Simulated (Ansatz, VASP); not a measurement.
This is a calculation of Al for Ansatz 0.2.0.

Contents of input.yaml:

```yaml
crystal:
  lattice:
    - [-1.59121869, 1.59121869, 1.59121869]
    - [1.59121869, -1.59121869, 1.59121869]
    - [1.59121869, 1.59121869, -1.59121869]
  atoms:
    - { symbol: Al, position: [0.0, 0.0, 0.0] }
hamiltonian:
  xc:
    exchange: hjs_pbesol
    correlation: pbesol
    exx: { coeff: 0.25, omega: 0.207 }
  pseudopotentials: { kind: paw }
kpoints:
  mp_grid: { grid: [6, 6, 6] }
scf:
  occupations: { method: fermi_dirac, width: 0.05 }
output:
  forces: true
  stress: true
  eigenvalues: true
relax:
  f_tol: 0.01
  max_steps: 40
  cell: { stress_tol: 0.05 }
```

Potentials or basis: Ansatz PAW.

Run with:

```sh
$ ansatz run input.yaml --threads 2 --pin off --max-ram 5632MiB --backend cpu --events-out ev --progress --plain --runs-dir out
```

**Question.** Set up the same calculation for VASP 6.6.1. Potentials there: VASP PAW PBE potentials, release 64 (Al).

**Answer.** As run (the cutoff follows the program's own potentials):

File POSCAR:

```
Al
1.0
   -1.5912186900      1.5912186900      1.5912186900
    1.5912186900     -1.5912186900      1.5912186900
    1.5912186900      1.5912186900     -1.5912186900
Al
1
Direct
    0.0000000000      0.0000000000      0.0000000000
```

The input INCAR.step1:

```
PREC = Accurate
ENCUT = 600
EDIFF = 1E-5
ISMEAR = -1
SIGMA = 0.05
LREAL = F
LASPH = T
NELM = 80
ALGO = Normal
LWAVE = T
LCHARG = F
GGA = PE
NBANDS = 8
```

The input INCAR.step2:

```
PREC = Accurate
ENCUT = 600
EDIFF = 1E-7
ISMEAR = -1
SIGMA = 0.05
LREAL = F
LASPH = T
NELM = 80
ALGO = Normal
ISIF = 3
LWAVE = F
LCHARG = F
GGA = PS
LHFCALC = T
AEXX = 0.25
HFSCREEN = 0.207
PRECFOCK = Normal
IBRION = 2
NSW = 60
EDIFFG = -0.01
ISTART = 1
```

File KPOINTS:

```
Automatic mesh
0
Gamma
  6 6 6
```

Potentials or basis: VASP PAW PBE potentials, release 64 (Al).

Command:

```console
$ cat potpaw_PBE.64/Al/POTCAR > POTCAR
$ cp INCAR.step1 INCAR
$ mpirun -np 1 vasp_std > vasp.out
$ cp INCAR.step2 INCAR
$ mpirun -np 1 vasp_std > vasp.out
```

Both were run:

|  | VASP | Ansatz | Ansatz less VASP |
| --- | --- | --- | --- |
| gap on the k mesh at the Fermi level, each at its own relaxed structure (eV) | none | none | - |
| relaxed volume (Å³/atom) | 16.61 | 16.58 | -0.030 |
| relaxed cell length with the largest relative difference (Å) | 2.784 | 2.782 | -0.0017 |

VASP's potentials were made for PBE, not for PBEsol-based screened hybrid. A gap of «none» marks a metal or a gap that the smearing closes.

The k mesh is coarse, so the values compare programs but aren't converged. Noted on Ansatz's run: the plane-wave basis is chosen anew once the cell has moved, so the energies of steps on either side of that aren't comparable.
